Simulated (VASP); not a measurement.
# Sb (I4_1/amd) in VASP: relaxation of cell and atoms with PBE

Aim: the relaxation of cell and atoms of Sb with PBE.

Program: VASP 6.6.1. These are calculated values, not measurements. Logs are shortened: lines on timing, memory, paths and dates and some standing lists are left out, and cuts for length are marked.

## Step 1: The cell of the first run

The structure is tetragonal, space group I4_1/amd (No. 141). Conventional cell: a = 4.714 Å, b = 4.714 Å, c = 2.519 Å, α = 90.00°, β = 90.00°, γ = 90.00°. Sb (site symmetry -4m2) has 10 Sb at 2.44 to 3.02 Å within 3.2 Å.

## Step 2: Relaxation of cell and atoms, PBE, target pressure 220 GPa, at which the enthalpy is minimised

File INCAR:

```
SYSTEM = Sb
PREC     = Accurate       ! precision mode
ENCUT    = 600            ! plane-wave cutoff, eV
EDIFF    = 1E-7           ! SCF threshold, eV
ISMEAR   = -1             ! smearing method
SIGMA    = 0.1            ! smearing width, eV
LREAL    = .False.        ! projectors in reciprocal space
LASPH    = .True.         ! aspherical terms in the spheres
NELM     = 60             ! most SCF steps
ALGO     = Normal         ! electronic algorithm
ISIF     = 3              ! what is computed and relaxed
LWAVE    = .False.        ! write WAVECAR
LCHARG   = .False.        ! write CHGCAR
GGA      = PE             ! functional
IBRION   = 2              ! ionic algorithm
NSW      = 32             ! ionic steps
EDIFFG   = -0.005         ! ionic threshold
PSTRESS  = 2200.0
```

File KPOINTS:

```
Automatic mesh
0
Gamma
  17 17 17
  0 0 0
```

File POSCAR:

```
Sb
1.0
   -2.3570803984      2.3570803984      1.2593127449
    2.3570803984     -2.3570803984      1.2593127449
    2.3570803984      2.3570803984     -1.2593127449
Sb
2
Direct
   -0.3750000000     -0.1250000000     -0.2500000000
    0.3750000000      0.1250000000      0.2500000000
```

Potentials or basis: VASP PAW PBE potentials, release 64 (Sb).

Command:

```bash
$ cat potpaw_PBE.64/Sb/POTCAR > POTCAR
$ mpirun -np 1 vasp_std > vasp.out
```

OUTCAR:

```text
SYSTEM = Sb
   PREC = Accurate
   ENCUT = 600
   EDIFF = 1E-7
   ISMEAR = -1
   LREAL = .False.
   LASPH = .True.
   NELM = 60
   ISIF = 3
   GGA = PE
   IBRION = 2
   NSW = 32
   EDIFFG = -0.005
   PSTRESS = 2200.0

 ion  position               nearest neighbor table
   1  0.625  0.875  0.750-   2 2.44   2 2.44   2 2.44   2 2.44   2 3.02   2 3.02   2 3.02   2 3.02

   2  0.375  0.125  0.250-   1 2.44   1 2.44   1 2.44   1 2.44   1 3.02   1 3.02   1 3.02   1 3.02

  LATTYP: Found a body centered tetragonal cell.
 ALAT       =     4.7141607968
 C/A-ratio  =     0.5342680486

  Lattice vectors:

 A1 = (  -2.3570803984,   2.3570803984,   1.2593127449)
 A2 = (   2.3570803984,  -2.3570803984,   1.2593127449)
 A3 = (   2.3570803984,   2.3570803984,  -1.2593127449)

Analysis of symmetry for initial positions (statically):
=====================================================================
 Subroutine PRICEL returns:
 Original cell was already a primitive cell.

 Routine SETGRP: Setting up the symmetry group for a
 body centered tetragonal supercell.

 Subroutine GETGRP returns: Found 16 space group operations
 (whereof  4 operations were pure point group operations)
 out of a pool of 16 trial point group operations.

The static configuration has the point symmetry C_2h.
 The point group associated with its full space group is D_4h.

Analysis of symmetry for dynamics (positions and initial velocities):
=====================================================================
 Subroutine PRICEL returns:
 Original cell was already a primitive cell.

 Routine SETGRP: Setting up the symmetry group for a
 body centered tetragonal supercell.

 Subroutine GETGRP returns: Found 16 space group operations
 (whereof  4 operations were pure point group operations)
 out of a pool of 16 trial point group operations.

The dynamic configuration has the point symmetry C_2h.
 The point group associated with its full space group is D_4h.

 Subroutine INISYM returns: Found 16 space group operations
 (whereof  4 operations are pure point group operations),
 and found     1 'primitive' translations

----------------------------------------------------------------------------------------

                                     Primitive cell

  volume of cell :      27.9861

  direct lattice vectors                    reciprocal lattice vectors
    -2.357080398  2.357080398  1.259312745     0.000000000  0.212126833  0.397041960
     2.357080398 -2.357080398  1.259312745     0.212126833  0.000000000  0.397041960
     2.357080398  2.357080398 -1.259312745     0.212126833  0.212126833  0.000000000

  length of vectors
     3.563358612  3.563358612  3.563358612     0.450155652  0.450155652  0.299992644

  position of ions in fractional coordinates (direct lattice)
     0.625000000  0.875000000  0.750000000
     0.375000000  0.125000000  0.250000000

  ion indices of the primitive-cell ions
   primitive index   ion index
                 1           1
                 2           2

----------------------------------------------------------------------------------------

 KPOINTS: Automatic mesh

Automatic generation of k-mesh.
 Grid dimensions read from file:
 generate k-points for:   17   17   17

 Generating k-lattice:

  Cartesian coordinates                     Fractional coordinates (reciprocal lattice)
     0.000000000  0.012478049  0.023355409     0.058823529  0.000000000 -0.000000000
     0.012478049  0.000000000  0.023355409     0.000000000  0.058823529 -0.000000000
     0.012478049  0.012478049  0.000000000     0.000000000  0.000000000  0.058823529

  Length of vectors
     0.026479744  0.026479744  0.017646626

  Shift w.r.t. Gamma in fractional coordinates (k-lattice)
     0.000000000  0.000000000  0.000000000

 Subroutine IBZKPT returns following result:
 ===========================================

 Found    405 irreducible k-points:

 Following reciprocal coordinates:
            Coordinates               Weight
  0.000000  0.000000  0.000000      1.000000
  0.058824  0.000000 -0.000000      8.000000
  0.117647  0.000000  0.000000      8.000000
  0.176471 -0.000000  0.000000      8.000000
  0.235294  0.000000  0.000000      8.000000
  0.294118  0.000000  0.000000      8.000000
[... 16 lines left out ...]
 -0.176471  0.058824 -0.000000     16.000000
 -0.117647  0.058824  0.000000     16.000000
 [... further k-points ...]
   k-points           NKPTS =    405   k-points in BZ     NKDIM =    405   number of bands    NBANDS=      9
   number of dos      NEDOS =    301   number of ions     NIONS =      2
   total plane-waves  NPLWV =  21952
   dimension x,y,z NGX =    28 NGY =   28 NGZ =   28
   dimension x,y,z NGXF=    56 NGYF=   56 NGZF=   56
   ions per type =               2
   NGX,Y,Z   is equivalent  to a cutoff of  13.06, 13.06, 13.06 a.u.
   NGXF,Y,Z  is equivalent  to a cutoff of  26.13, 26.13, 26.13 a.u.
 SYSTEM =  Sb
   PREC   = accura    normal or accurate (medium, high low for compatibility)
   ISTART =      0    job   : 0-new  1-cont  2-samecut
   ICHARG =      2    charge: 1-file 2-atom 10-const
   ISPIN  =      1    spin polarized calculation?
   LNONCOLLINEAR =      F non collinear calculations
   LSORBIT =      F    spin-orbit coupling
   LASPH  =      T    aspherical Exc in radial PAW
   ENCUT  =  600.0 eV  44.10 Ry    6.64 a.u.   7.12  7.12  7.12*2*pi/ulx,y,z
   NELM   =     60;   NELMIN=  2; NELMDL= -5     # of ELM steps
   EDIFF  = 0.1E-06   stopping-criterion for ELM
   LREAL  =      F    real-space projection
   EDIFFG = -.5E-02   stopping-criterion for IOM
   NSW    =     32    number of steps for IOM
   IBRION =      2    ionic relax: 0-MD 1-quasi-New 2-CG
   NFREE  =      1    steps in history (QN), initial steepest desc. (CG)
   ISIF   =      3    stress and relaxation
   ISYM   =      2    0-nonsym 1-usesym 2-fastsym
   POTIM  = 0.5000    time-step for ionic-motion
   TEBEG  =    0.0;   TEEND  =   0.0 temperature during run
   PSTRESS= 2200.0 pullay stress
   NELECT =      10.0000    total number of electrons
   NUPDOWN=      -1.0000    fix difference up-down
   EMIN   =  10.00;   EMAX   =-10.00  energy-range for DOS
   EFERMI =   0.00;   METHOD = LEGACY
   ISMEAR =    -1;   SIGMA  =   0.10  broadening in eV -4-tet -1-fermi 0-gaus
   EFERMI_NEDOS =   21; number of points for ismear=-14 and -15
   IALGO  =     38    algorithm
   IMIX   =      4    mixing-type and parameters
     AMIX     =   0.40;   BMIX     =  1.00
     AMIX_MAG =   1.60;   BMIX_MAG =  1.00
  volume/ion in A,a.u.               =      13.99        94.43
  Fermi-wavevector in a.u.,A,eV,Ry     =   1.161700  2.195295 18.361704  1.349547
  Thomas-Fermi vector in A             =   2.298269
   LORBIT       =      0    0 simple, 1 ext, 2 COOP (PROOUT), +10 PAW based schemes
   GGA     = PE    functional components
   LHFCALC =     F    Hartree Fock is set to
   AEXX    =    0.0000 exact exchange contribution
   IVDW    =     0    specifies the selected vdW correction
   LEPSILON=     F    determine dielectric tensor
   LRPA    =     F    only Hartree local field effects (RPA)
 conjugate gradient relaxation of ions
 non-spin polarized calculation
  energy-cutoff  :      600.00
  volume of cell :       27.99
 maximum number of plane-waves:       951
   NGX = 15   NGY = 15   NGZ = 15

--------------------------------------- Ionic step        1  -------------------------------------------

 number of electron      10.0000001 magnetization

 Free energy of the ion-electron system (eV)
  ---------------------------------------------------
  ext. energy  EPLUGINS =         0.00000000
  ---------------------------------------------------
  free energy    TOTEN  =         3.00256266 eV

  energy without entropy =        3.02852165  energy(sigma->0) =        3.01554215

------------------------ aborting loop because EDIFF is reached ----------------------------------------

  FORCE on cell =-STRESS in cart. coord.  units (eV):
  Direction    XX          YY          ZZ          XY          YZ          ZX
  --------------------------------------------------------------------------------------
  -------------------------------------------------------------------------------------
  Total       39.2782026     39.2782026     39.4676905      0.0000000     -0.0000000      0.0000000
  in kB     2248.6393465   2248.6393465   2259.4873452      0.0000000     -0.0000000      0.0000000
  external PRESSURE =      52.2553461 kB  Pullay stress =    2200.0000000 kB

 VOLUME and BASIS-vectors are now :
 -----------------------------------------------------------------------------
  energy-cutoff  :      600.00
  volume of cell :       27.99
      direct lattice vectors                 reciprocal lattice vectors
    -2.357080398  2.357080398  1.259312745     0.000000000  0.212126833  0.397041960
     2.357080398 -2.357080398  1.259312745     0.212126833  0.000000000  0.397041960
     2.357080398  2.357080398 -1.259312745     0.212126833  0.212126833  0.000000000
[... 160 lines left out ...]
  FREE ENERGIE OF THE ION-ELECTRON SYSTEM (eV)
  ---------------------------------------------------
  free  energy   TOTEN  =         2.7520304741 eV

  energy  without entropy=        2.7782405739  energy(sigma->0) =        2.76513552

  enthalpy is  TOTEN    =        41.4282172182 eV   P V=       38.6761867441

--------------------------------------- Ionic step        6  -------------------------------------------

 number of electron      10.0000001 magnetization

 Free energy of the ion-electron system (eV)
  ---------------------------------------------------
  ext. energy  EPLUGINS =         0.00000000
  ---------------------------------------------------
  free energy    TOTEN  =         2.74886293 eV

  energy without entropy =        2.77499695  energy(sigma->0) =        2.76192994

 E-fermi :  20.7723     XC(G=0): -13.2513

 val. band max:       20.7659993224   @ k =  -0.1176   0.2353   0.1176
 cond. band min:      20.7835775561   @ k =  -0.3529   0.2941  -0.0000
 fundamental gap:      0.0175782337
 Fermi energy:        20.7722616461

 k-point     1 :       0.0000    0.0000    0.0000
  band No.  band energies     occupation
      1      -0.2663      2.00000
      2      13.1619      2.00000
      3      13.1619      2.00000
      4      15.1339      2.00000
      5      19.7128      1.99995
      6      26.7042      0.00000
      7      26.7042      0.00000
      8      29.3579      0.00000
      9      30.0530      0.00000

 k-point     2 :       0.0588    0.0000   -0.0000
  band No.  band energies     occupation
      1      -0.1497      2.00000
      2      12.9411      2.00000
      3      13.1763      2.00000
      4      15.5704      2.00000
      5      19.8880      1.99971
      6      26.3594      0.00000
      7      26.8247      0.00000
      8      28.2712      0.00000
      9      28.7106      0.00000
[... 253 lines left out ...]
 k-point    24 :      -0.1176    0.0588    0.0000
  band No.  band energies     occupation
      1      -0.0465      2.00000
      2      11.8749      2.00000
      3      13.2533      2.00000
      4      16.4214      2.00000
      5      20.3741      1.96336
      6      25.4074      0.00000
      7      26.4993      0.00000
      8      27.7224      0.00000
      9      28.3551      0.00000

 [... further k-points ...]

------------------------ aborting loop because EDIFF is reached ----------------------------------------

  FORCE on cell =-STRESS in cart. coord.  units (eV):
  Direction    XX          YY          ZZ          XY          YZ          ZX
  --------------------------------------------------------------------------------------
  -------------------------------------------------------------------------------------
  Total       38.6795249     38.6795249     38.6790002     -0.0000000      0.0000000      0.0000000
  in kB     2200.0128061   2200.0128061   2199.9829588     -0.0000000      0.0000000      0.0000000
  external PRESSURE =       0.0028570 kB  Pullay stress =    2200.0000000 kB

 VOLUME and BASIS-vectors are now :
 -----------------------------------------------------------------------------
  energy-cutoff  :      600.00
  volume of cell :       28.17
      direct lattice vectors                 reciprocal lattice vectors
    -2.361289745  2.361289745  1.263013381     0.000000000  0.211748686  0.395878625
     2.361289745 -2.361289745  1.263013381     0.211748686  0.000000000  0.395878625
     2.361289745  2.361289745 -1.263013381     0.211748686  0.211748686  0.000000000

 POSITION                                       TOTAL-FORCE (eV/Angst)
 -----------------------------------------------------------------------------------
      2.36129      1.18064      0.94726        -0.000000     -0.000000      0.000000
      0.00000      1.18064      0.31575         0.000000      0.000000     -0.000000
 -----------------------------------------------------------------------------------
    total drift:                               -0.000000      0.000000     -0.000000

  FREE ENERGIE OF THE ION-ELECTRON SYSTEM (eV)
  ---------------------------------------------------
  free  energy   TOTEN  =         2.7488629317 eV

  energy  without entropy=        2.7749969495  energy(sigma->0) =        2.76192994

  enthalpy is  TOTEN    =        41.4281627065 eV   P V=       38.6792997748

 reached required accuracy - stopping structural energy minimisation
```

Run time: 9.5 min. Hardware: 1 thread of AMD EPYC 7R13, shared host; peak memory 0.24 GiB.

Results:

```
Free energy                                                : 2.7489 eV
Relaxed volume                                             : 14.08 Å³/atom
Relaxed cell                                               : a = 3.570 Å, b = 3.570 Å, c = 3.570 Å, α = 97.19°, β = 97.19°, γ = 138.56°
Space group after relaxing (to 0.1 Å)                      : I4_1/amd (No. 141)
Energy change on relaxing (the run minimises the enthalpy) : -126.8 meV/atom
Ionic steps                                                : 6
Pressure after relaxing                                    : 220.0 GPa
Band gap on the k mesh                                     : zero (bands 5 and 6 overlap by 6.78 eV)
```

The path:
```
step  energy change (eV)  largest force (eV/Å)  pressure (GPa)  volume (Å³)
   1              0.0000                0.0000          225.23        27.99
   2             -2.3600                0.0000          177.41        29.88
   3             -0.2631                0.0000          219.82        28.18
   4             -0.2556                0.0000          219.98        28.17
   5             -0.2505                0.0000          220.04        28.17
   6             -0.2537                0.0000          220.00        28.17
```

Final structure:
```
CELL_PARAMETERS angstrom
-2.36129 2.36129 1.26301
2.36129 -2.36129 1.26301
2.36129 2.36129 -1.26301
ATOMIC_POSITIONS crystal
Sb 0.62500 0.87500 0.75000
Sb 0.37500 0.12500 0.25000
```

Caveat: the cell is relaxed towards a set pressure, so the run minimises the enthalpy, not the energy; spin-orbit coupling is left out, which moves the levels of the heavy elements.
